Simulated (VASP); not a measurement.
# MoSe: single point with PBEsol

The system is MoSe.

```
Mo Se
1.0
     0.00000    2.54005    2.54005
     2.54005    0.00000    2.54005
     2.54005    2.54005    0.00000
Mo Se
1 1
Direct
  0.00000 0.00000 0.00000
  0.50000 0.50000 0.50000
```

- Program: VASP 6.6.1
- Task: single point
- Functional: PBEsol
- Potentials or basis: VASP PAW PBE potentials, release 64 (Mo_sv, Se)
- Cutoff: 520 eV
- k mesh: 14 × 14 × 14
- Occupations: gaussian, width 0.1 eV
- Spin: collinear spin
- Starting moments: [3.5, 0.0] μB

The pressure is 7.6 GPa, the band gap on the k mesh is zero (filled and empty bands overlap) and the net moment is 0.00 μB per cell. The valence electrons inside the program's atomic spheres are Mo 12.52; Se 4.01.

Levels at points of the mesh, in eV from the Fermi level:
Spin up:
```tsv
k point	band 6	band 7	band 8	band 9	band 10	band 11	band 12	band 13	band 14	band 15
(0.00, 0.00, 0.00)	-2.30	-2.30	-2.30	-2.27	-2.27	-2.27	-1.79	-1.79	3.34	7.78
(0.50, 0.00, 0.00)	-8.53	-6.02	-6.02	-0.09	-0.09	0.68	2.48	5.37	5.37	6.44
(0.50, 0.50, 0.00)	-6.65	-4.09	-3.96	-3.96	-0.82	0.61	0.61	1.66	3.14	10.23
```
Spin down:
```tsv
k point	band 7	band 8	band 9	band 10	band 11	band 12	band 13	band 14
(0.00, 0.00, 0.00)	-2.30	-2.30	-2.27	-2.27	-2.27	-1.79	-1.79	3.34
(0.50, 0.00, 0.00)	-6.02	-6.02	-0.09	-0.09	0.68	2.48	5.37	5.37
(0.50, 0.50, 0.00)	-4.09	-3.96	-3.96	-0.82	0.61	0.61	1.66	3.14
```

It took 4.2 min on 1 thread of Intel(R) Xeon(R) Platinum 8175M CPU @ 2.50GHz (Skylake/Cascade Lake) (shared host), peak memory 0.25 GiB.

Caveat: the cell stands under pressure; the PAW data sets were made with another functional, which shifts forces and pressure a little.
